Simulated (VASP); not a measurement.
Input of a VASP 6.6.1 run:

INCAR

```
  PREC = Accurate
  ENCUT = 600
  EDIFF = 1E-6
  ISMEAR = 0
  SIGMA = 0.05
  LREAL = F
  LASPH = T
  NELM = 200
  ALGO = Normal
  ISIF = 2
  LWAVE = F
  LCHARG = F
  ISPIN = 2
  MAGMOM = 4.27 -4.27 0 0
  LORBIT = 11
  LMAXMIX = 4
  LDAU = T
  LDAUTYPE = 2
  LDAUL = 2 -1
  LDAUU = 6 0
  LDAUJ = 0 0
  LDAUPRINT = 1
  GGA = CA
  NBANDS = 31
  GGA_COMPAT = F
```

The input KPOINTS:

```
Automatic mesh
0
Gamma
  7 7 7
```

File POSCAR:

```
MnO
1.0
    2.6723886600      0.0000000000      2.6723886600
    0.0000000000      2.6723886600      2.6723886600
    0.0000000000      0.0000000000      5.3447773200
Mn O
2 2
Direct
    0.0000000000      0.0000000000      0.0000000000
    0.0000000000      0.0000000000      0.5000000000
    0.5000000000      0.5000000000      0.7500000000
    0.5000000000      0.5000000000      0.2500000000
```

Potentials or basis: VASP PAW LDA potentials, release 64 (Mn_pv, O).

Launch:

```console
$ cat potpaw_LDA.64/Mn_pv/POTCAR potpaw_LDA.64/O/POTCAR > POTCAR
$ mpirun -np 1 vasp_std > vasp.out
```

**Question.** What does it give for the net moment?

**Answer.** 0.00 μB per cell.

**Question.** Estimate the band gap on the k mesh.

**Answer.** 2.14 eV.

Eigenvalues of the final occupation matrices:
```
    site  spin  trace               eigenvalues
site 1 d     1   4.76  0.92 0.92 0.97 0.97 0.97
site 1 d     2   0.25  0.03 0.03 0.06 0.06 0.06
site 2 d     1   0.25  0.03 0.03 0.06 0.06 0.06
site 2 d     2   4.76  0.92 0.92 0.97 0.97 0.97
```

A k mesh can miss the band edges. The state reached can hang on the start; a lower one may exist.
